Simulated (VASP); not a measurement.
Here is a VASP 6.6.1 calculation.

Contents of INCAR:

```
  ALGO = Fast
  EDIFF = 1E-6
  ENCUT = 520
  GGA = PE
  ISIF = 2
  ISMEAR = 0
  LASPH = T
  LCHARG = F
  LREAL = F
  LWAVE = F
  NBANDS = 39
  NELM = 60
  PREC = Accurate
  SIGMA = 0.15
```

KPOINTS

```
k-points
0
Gamma
  19 19 4
```

POSCAR

```
Pt
1.0
    1.9579000000     -1.9579000000      0.0000000000
    1.9579000000      0.0000000000     -1.9579000000
    8.1202751346      8.1202751346      8.1202751346
Pt
6
Direct
    0.6666666667      0.6666666667      0.0803547658
    0.0000000000      0.0000000000      0.8840631655
    0.3333333333      0.3333333333      0.2410964457
    0.6666666667      0.6666666667      0.5625798056
    0.0000000000      0.0000000000      0.4018381257
    0.3333333333      0.3333333333      0.7233214855
```

Potentials or basis: VASP PAW PBE potentials, release 64 (Pt).

Run with:

```sh
$ cat potpaw_PBE.64/Pt/POTCAR > POTCAR
$ mpirun -np 1 vasp_std > vasp.out
```

(1) Estimate the largest force.

(2) What does it give for the pressure?

(3) Estimate the band gap on the k mesh.

Answers

(1) 1.475 eV/Å.

(2) 5.1 GPa.

(3) zero (bands 30 and 31 overlap by 1.48 eV).

Caveat: the cell differs from its parent crystal (the distance across one plane changed); the cell stands under pressure; spin-orbit coupling is left out, which moves the levels of the heavy elements; forces of over 1 eV/Å act on the atoms, so gaps and moduli don't describe the material at rest.
